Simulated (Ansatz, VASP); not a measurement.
This is a calculation of KTaO3 for Ansatz 0.2.0.

File input.yaml:

```yaml
crystal:
  lattice:
    - [3.9883, 0.0, 0.0]
    - [0.0, 3.9883, 0.0]
    - [0.0, 0.0, 3.9883]
  atoms:
    - { symbol: Ta, position: [0.0, 0.0, 0.0] }
    - { symbol: K, position: [0.5, 0.5, 0.5] }
    - { symbol: O, position: [0.0, 0.0, 0.5] }
    - { symbol: O, position: [0.0, 0.5, 0.0] }
    - { symbol: O, position: [0.5, 0.0, 0.0] }
hamiltonian:
  xc: blyp
  pseudopotentials: { kind: paw }
  dispersion: d4
kpoints:
  mp_grid: { grid: [7, 7, 7] }
scf:
  occupations: { method: fermi_dirac, width: 0.05 }
output:
  forces: true
  stress: true
relax:
  f_tol: 0.01
  max_steps: 40
  cell: { stress_tol: 0.05 }
```

Potentials or basis: Ansatz PAW.

The run is started by

```sh
$ ansatz run input.yaml --threads 2 --pin off --max-ram 5632MiB --backend cpu --events-out ev --progress --plain --runs-dir out
```

Task: Set up the same calculation for VASP 6.6.1. Potentials there: VASP PAW PBE potentials, release 64 (Ta_pv, K_sv, O).

Result: As run (the cutoff follows the program's own potentials):

File INCAR:

```
SYSTEM = KTaO3
PREC = Accurate ; ENCUT = 600
EDIFF = 1E-7 ; ISMEAR = -1
SIGMA = 0.05 ; LREAL = .False.
LASPH = .True. ; NELM = 60
ALGO = Normal ; ISIF = 3
LWAVE = .False. ; LCHARG = .False.
GGA = B5 ; ALDAX = 1.0
AGGAX = 1.0 ; AGGAC = 1.0
ALDAC = 0.0 ; IVDW = 13
VDW_S6 = 1.0 ; VDW_S8 = 2.34076671
VDW_A1 = 0.44488865 ; VDW_A2 = 4.0933009
IBRION = 2 ; NSW = 60
EDIFFG = -0.01
```

Contents of KPOINTS:

```
Automatic mesh
0
Gamma
  7 7 7
  0 0 0
```

POSCAR

```
KTaO3
1.0
    3.9883000000      0.0000000000      0.0000000000
    0.0000000000      3.9883000000      0.0000000000
    0.0000000000      0.0000000000      3.9883000000
Ta K O
1 1 3
Direct
    0.0000000000      0.0000000000      0.0000000000
    0.5000000000      0.5000000000      0.5000000000
    0.0000000000      0.0000000000      0.5000000000
    0.0000000000      0.5000000000      0.0000000000
    0.5000000000      0.0000000000      0.0000000000
```

Potentials or basis: VASP PAW PBE potentials, release 64 (Ta_pv, K_sv, O).

The run is started by

```bash
$ cat potpaw_PBE.64/Ta_pv/POTCAR potpaw_PBE.64/K_sv/POTCAR potpaw_PBE.64/O/POTCAR > POTCAR
$ mpirun -np 1 vasp_std > vasp.out
```

Both were run:

|  | VASP | Ansatz | Ansatz less VASP |
| --- | --- | --- | --- |
| relaxed volume (Å³/atom) | 13.17 | 13.09 | -0.088 |
| relaxed cell length with the largest relative difference (Å) | 4.039 | 4.030 | -0.0090 |

VASP's potentials were made for PBE, not for BLYP. VASP's potentials hold 38 valence electrons a cell and Ansatz's 40, so a difference there can come from the potentials and not from the codes.

Spin-orbit coupling is off throughout. Noted on Ansatz's run: odd divisions of the mesh miss points on the zone boundary, where band edges often lie, so the gap on the mesh can be too wide; the plane-wave basis is chosen anew once the cell has moved, so the energies of steps on either side of that aren't comparable.
